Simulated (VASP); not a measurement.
# TiClO (Pmmn) in VASP: single point with LDA

Aim: the single point of TiClO with LDA.

Everything below comes from runs of VASP 6.6.1. Logs are shortened: lines on timing, memory, paths and dates and some standing lists are left out, and cuts for length are marked.

## (1) The cell of the first run

It takes space group Pmmn (No. 59, orthorhombic). The conventional cell has a = 3.380 Å, b = 3.790 Å, c = 8.030 Å, α = 90.00°, β = 90.00°, γ = 90.00°. Ti (site symmetry mm2) has 4 O at 1.95 to 2.26 Å and 2 Cl at 2.32 Å within 2.6 Å. Within 3.1 Å of Cl (site symmetry mm2) lie 2 Ti at 2.32 Å and 1 O at 3.09 Å. Within 2.6 Å of O (site symmetry mm2) lie 4 Ti at 1.95 to 2.26 Å.

## (2) Single point, LDA

The input, INCAR:

```
SYSTEM = TiClO
PREC = Accurate
ENCUT = 520
EDIFF = 1E-6
ISMEAR = -1
SIGMA = 0.15
LREAL = .FALSE.
LASPH = .TRUE.
NELM = 60
ALGO = Normal
ISIF = 2
LWAVE = .FALSE.
LCHARG = .TRUE.
LELF = .TRUE.
LVHAR = .TRUE.
NBANDS = 34
```

The input, KPOINTS:

```
Automatic mesh
0
G
  8 7 4
  0 0 0
```

The input, POSCAR:

```
TiClO
1.0
    3.3800000000      0.0000000000      0.0000000000
    0.0000000000      3.7900000000      0.0000000000
    0.0000000000      0.0000000000      8.0300000000
Ti Cl O
2 2 2
Direct
    0.0000000000      0.5000000000      0.1220000000
    0.5000000000      0.0000000000      0.8780000000
    0.5000000000      0.5000000000      0.3200000000
    0.0000000000      0.0000000000      0.6800000000
    0.5000000000      0.5000000000      0.9350000000
    0.0000000000      0.0000000000      0.0650000000
```

Potentials or basis: VASP PAW LDA potentials, release 64 (Ti_sv, Cl, O).

Started as:

```console
$ cat potpaw_LDA.64/Ti_sv/POTCAR potpaw_LDA.64/Cl/POTCAR potpaw_LDA.64/O/POTCAR > POTCAR
$ mpirun -np 1 vasp_std > vasp.out
```

OUTCAR:

```text
SYSTEM = TiClO
   PREC = Accurate
   ENCUT = 520
   EDIFF = 1E-6
   ISMEAR = -1
   LREAL = .FALSE.
   LASPH = .TRUE.
   NELM = 60
   ISIF = 2

 ion  position               nearest neighbor table
   1  0.000  0.500  0.122-   6 1.95   6 1.95   5 2.26   5 2.26   3 2.32   3 2.32
   2  0.500  0.000  0.878-   5 1.95   5 1.95   6 2.26   6 2.26   4 2.32   4 2.32
   3  0.500  0.500  0.320-   1 2.32   1 2.32
   4  0.000  0.000  0.680-   2 2.32   2 2.32
   5  0.500  0.500  0.935-   2 1.95   2 1.95   1 2.26   1 2.26
   6  0.000  0.000  0.065-   1 1.95   1 1.95   2 2.26   2 2.26

  LATTYP: Found a simple orthorhombic cell.
 ALAT       =     3.3800000000
 B/A-ratio  =     1.1213017751
 C/A-ratio  =     2.3757396450

  Lattice vectors:

 A1 = (   3.3800000000,   0.0000000000,   0.0000000000)
 A2 = (   0.0000000000,   3.7900000000,   0.0000000000)
 A3 = (   0.0000000000,   0.0000000000,   8.0300000000)

Analysis of symmetry for initial positions (statically):
=====================================================================
 Subroutine PRICEL returns:
 Original cell was already a primitive cell.

 Routine SETGRP: Setting up the symmetry group for a
 simple orthorhombic supercell.

 Subroutine GETGRP returns: Found  8 space group operations
 (whereof  4 operations were pure point group operations)
 out of a pool of  8 trial point group operations.

The static configuration has the point symmetry C_2v.
 The point group associated with its full space group is D_2h.

Analysis of symmetry for dynamics (positions and initial velocities):
=====================================================================
 Subroutine PRICEL returns:
 Original cell was already a primitive cell.

 Routine SETGRP: Setting up the symmetry group for a
 simple orthorhombic supercell.

 Subroutine GETGRP returns: Found  8 space group operations
 (whereof  4 operations were pure point group operations)
 out of a pool of  8 trial point group operations.

The dynamic configuration has the point symmetry C_2v.
 The point group associated with its full space group is D_2h.

 Subroutine INISYM returns: Found  8 space group operations
 (whereof  4 operations are pure point group operations),
 and found     1 'primitive' translations

----------------------------------------------------------------------------------------

                                     Primitive cell

  volume of cell :     102.8659

  direct lattice vectors                    reciprocal lattice vectors
     3.380000000  0.000000000  0.000000000     0.295857988  0.000000000  0.000000000
     0.000000000  3.790000000  0.000000000     0.000000000  0.263852243  0.000000000
     0.000000000  0.000000000  8.030000000     0.000000000  0.000000000  0.124533001

  length of vectors
     3.380000000  3.790000000  8.030000000     0.295857988  0.263852243  0.124533001

  position of ions in fractional coordinates (direct lattice)
     0.000000000  0.500000000  0.122000000
     0.500000000  0.000000000  0.878000000
     0.500000000  0.500000000  0.320000000
     0.000000000  0.000000000  0.680000000
     0.500000000  0.500000000  0.935000000
     0.000000000  0.000000000  0.065000000

  ion indices of the primitive-cell ions
   primitive index   ion index
                 1           1
                 2           2
                 3           3
                 4           4
                 5           5
                 6           6

----------------------------------------------------------------------------------------

 KPOINTS: Automatic mesh

Automatic generation of k-mesh.
 Grid dimensions read from file:
 generate k-points for:    8    7    4

 Generating k-lattice:

  Cartesian coordinates                     Fractional coordinates (reciprocal lattice)
     0.036982249  0.000000000  0.000000000     0.125000000  0.000000000  0.000000000
     0.000000000  0.037693178  0.000000000     0.000000000  0.142857143  0.000000000
     0.000000000  0.000000000  0.031133250     0.000000000  0.000000000  0.250000000

  Length of vectors
     0.036982249  0.037693178  0.031133250

  Shift w.r.t. Gamma in fractional coordinates (k-lattice)
     0.000000000  0.000000000  0.000000000

 Subroutine IBZKPT returns following result:
 ===========================================

 Found     60 irreducible k-points:

 Following reciprocal coordinates:
            Coordinates               Weight
  0.000000  0.000000  0.000000      1.000000
  0.125000  0.000000  0.000000      2.000000
  0.250000  0.000000  0.000000      2.000000
  0.375000  0.000000  0.000000      2.000000
  0.500000  0.000000  0.000000      1.000000
  0.000000  0.142857  0.000000      2.000000
[... 16 lines left out ...]
  0.250000  0.000000  0.250000      4.000000
  0.375000  0.000000  0.250000      4.000000
 [... further k-points ...]
   k-points           NKPTS =     60   k-points in BZ     NKDIM =     60   number of bands    NBANDS=     34
   number of dos      NEDOS =    301   number of ions     NIONS =      6
   total plane-waves  NPLWV =  47040
   dimension x,y,z NGX =    28 NGY =   28 NGZ =   60
   dimension x,y,z NGXF=    56 NGYF=   56 NGZF=  120
   ions per type =               2   2   2
   NGX,Y,Z   is equivalent  to a cutoff of  13.77, 12.28, 12.42 a.u.
   NGXF,Y,Z  is equivalent  to a cutoff of  27.54, 24.56, 24.84 a.u.
 SYSTEM =  TiClO
   PREC   = accura    normal or accurate (medium, high low for compatibility)
   ISTART =      0    job   : 0-new  1-cont  2-samecut
   ICHARG =      2    charge: 1-file 2-atom 10-const
   ISPIN  =      1    spin polarized calculation?
   LNONCOLLINEAR =      F non collinear calculations
   LSORBIT =      F    spin-orbit coupling
   LASPH  =      T    aspherical Exc in radial PAW
   ENCUT  =  520.0 eV  38.22 Ry    6.18 a.u.   6.28  7.05 14.93*2*pi/ulx,y,z
   NELM   =     60;   NELMIN=  2; NELMDL= -5     # of ELM steps
   EDIFF  = 0.1E-05   stopping-criterion for ELM
   LREAL  =      F    real-space projection
   EDIFFG = 0.1E-04   stopping-criterion for IOM
   NSW    =      0    number of steps for IOM
   IBRION =     -1    ionic relax: 0-MD 1-quasi-New 2-CG
   NFREE  =      0    steps in history (QN), initial steepest desc. (CG)
   ISIF   =      2    stress and relaxation
   ISYM   =      2    0-nonsym 1-usesym 2-fastsym
   POTIM  = 0.5000    time-step for ionic-motion
   TEBEG  =    0.0;   TEEND  =   0.0 temperature during run
   PSTRESS=    0.0 pullay stress
   NELECT =      50.0000    total number of electrons
   NUPDOWN=      -1.0000    fix difference up-down
   EMIN   =  10.00;   EMAX   =-10.00  energy-range for DOS
   EFERMI =   0.00;   METHOD = LEGACY
   ISMEAR =    -1;   SIGMA  =   0.15  broadening in eV -4-tet -1-fermi 0-gaus
   EFERMI_NEDOS =   21; number of points for ismear=-14 and -15
   IALGO  =     38    algorithm
   IMIX   =      4    mixing-type and parameters
     AMIX     =   0.40;   BMIX     =  1.00
     AMIX_MAG =   1.60;   BMIX_MAG =  1.00
  volume/ion in A,a.u.               =      17.14       115.70
  Fermi-wavevector in a.u.,A,eV,Ry     =   1.287185  2.432427 22.542752  1.656846
  Thomas-Fermi vector in A             =   2.419215
   LORBIT       =      0    0 simple, 1 ext, 2 COOP (PROOUT), +10 PAW based schemes
   GGA     = CA    functional components
   LHFCALC =     F    Hartree Fock is set to
   AEXX    =    0.0000 exact exchange contribution
   IVDW    =     0    specifies the selected vdW correction
   LEPSILON=     F    determine dielectric tensor
   LRPA    =     F    only Hartree local field effects (RPA)
 non-spin polarized calculation
  energy-cutoff  :      520.00
  volume of cell :      102.87
 maximum number of plane-waves:      2788
 NGX is ok and might be reduce to    28
   NGX = 13   NGY = 15   NGZ = 29

 number of electron      50.0000008 magnetization

 Free energy of the ion-electron system (eV)
  ---------------------------------------------------
  ext. energy  EPLUGINS =         0.00000000
  ---------------------------------------------------
  free energy    TOTEN  =       -47.06396801 eV

  energy without entropy =      -46.67808497  energy(sigma->0) =      -46.87102649

 E-fermi :   5.1714     XC(G=0): -10.0375

 val. band max:        5.1661036339   @ k =   0.1250   0.2857   0.5000
 cond. band min:       5.1735329624   @ k =   0.1250   0.1429   0.0000
 fundamental gap:      0.0074293285
 Fermi energy:         5.1714481307

 k-point     1 :       0.0000    0.0000    0.0000
  band No.  band energies     occupation
      1     -52.5292      2.00000
      2     -52.4973      2.00000
      3     -29.3674      2.00000
      4     -29.2674      2.00000
      5     -29.1925      2.00000
      6     -29.1272      2.00000
[... 26 lines left out ...]
     33       7.4338      0.00000
     34       7.4389      0.00000

 k-point     2 :       0.1250    0.0000    0.0000
  band No.  band energies     occupation
      1     -52.5268      2.00000
      2     -52.4974      2.00000
      3     -29.3624      2.00000
      4     -29.2700      2.00000
      5     -29.1889      2.00000
      6     -29.1507      2.00000
[... 26 lines left out ...]
     33       7.5746      0.00000
     34       7.7435      0.00000

 k-point     3 :       0.2500    0.0000    0.0000
  band No.  band energies     occupation
      1     -52.5205      2.00000
      2     -52.4980      2.00000
      3     -29.3486      2.00000
      4     -29.2779      2.00000
      5     -29.1969      2.00000
      6     -29.1928      2.00000
[... 26 lines left out ...]
     33       7.7747      0.00000
     34       7.8945      0.00000
[... 704 lines left out ...]
 k-point    23 :       0.2500    0.0000    0.2500
  band No.  band energies     occupation
      1     -52.5205      2.00000
      2     -52.4980      2.00000
      3     -29.3486      2.00000
      4     -29.2778      2.00000
      5     -29.1969      2.00000
      6     -29.1928      2.00000
[... 26 lines left out ...]
     33       7.7401      0.00000
     34       7.8659      0.00000

 k-point    24 :       0.3750    0.0000    0.2500
  band No.  band energies     occupation
      1     -52.5126      2.00000
      2     -52.5004      2.00000
      3     -29.3294      2.00000
      4     -29.2911      2.00000
      5     -29.2355      2.00000
      6     -29.2231      2.00000
[... 26 lines left out ...]
     33       7.7361      0.00000
     34       7.9152      0.00000

 [... further k-points ...]

------------------------ aborting loop because EDIFF is reached ----------------------------------------

  FORCE on cell =-STRESS in cart. coord.  units (eV):
  Direction    XX          YY          ZZ          XY          YZ          ZX
  --------------------------------------------------------------------------------------
  -------------------------------------------------------------------------------------
  Total       -4.7061271     -3.4535708     -0.6032603      0.0000000      0.0000000      0.0000000
  in kB      -73.2997982    -53.7907372     -9.3960181      0.0000000      0.0000000      0.0000000
  external PRESSURE =     -45.4955179 kB  Pullay stress =       0.0000000 kB

 VOLUME and BASIS-vectors are now :
 -----------------------------------------------------------------------------
  energy-cutoff  :      520.00
  volume of cell :      102.87
      direct lattice vectors                 reciprocal lattice vectors
     3.380000000  0.000000000  0.000000000     0.295857988  0.000000000  0.000000000
     0.000000000  3.790000000  0.000000000     0.000000000  0.263852243  0.000000000
     0.000000000  0.000000000  8.030000000     0.000000000  0.000000000  0.124533001

 POSITION                                       TOTAL-FORCE (eV/Angst)
 -----------------------------------------------------------------------------------
      0.00000      1.89500      0.97966         0.000000      0.000000     -1.811631
      1.69000      0.00000      7.05034         0.000000      0.000000      1.811631
      1.69000      1.89500      2.56960         0.000000      0.000000      0.796743
      0.00000      0.00000      5.46040         0.000000      0.000000     -0.796743
      1.69000      1.89500      7.50805         0.000000      0.000000      0.403568
      0.00000      0.00000      0.52195         0.000000      0.000000     -0.403568
 -----------------------------------------------------------------------------------
    total drift:                                0.000000      0.000000      0.000000

  FREE ENERGIE OF THE ION-ELECTRON SYSTEM (eV)
  ---------------------------------------------------
  free  energy   TOTEN  =       -47.0639680079 eV

  energy  without entropy=      -46.6780849687  energy(sigma->0) =      -46.87102649
```

Run time: 6.9 min. Hardware: 1 thread of Intel Xeon 8259CL, shared host; peak memory 0.29 GiB.

What came out:

```
Free energy            : -47.0640 eV
Pressure               : -4.5 GPa
Largest force          : 1.812 eV/Å
Band gap on the k mesh : zero (bands 25 and 26 overlap by 0.69 eV)
```

Forces on the atoms (eV/Å):
```
Ti   0.000  0.000 -1.812
Ti   0.000  0.000  1.812
Cl   0.000  0.000  0.797
Cl   0.000  0.000 -0.797
O    0.000  0.000  0.404
O    0.000  0.000 -0.404
```

Caveat: the stress differs along the axes, from -7 to -1 GPa; semilocal functionals often make such compounds metallic where correlation or magnetic order opens a gap, which also shifts bond lengths; forces of over 1 eV/Å act on the atoms, so gaps and moduli don't describe the material at rest.
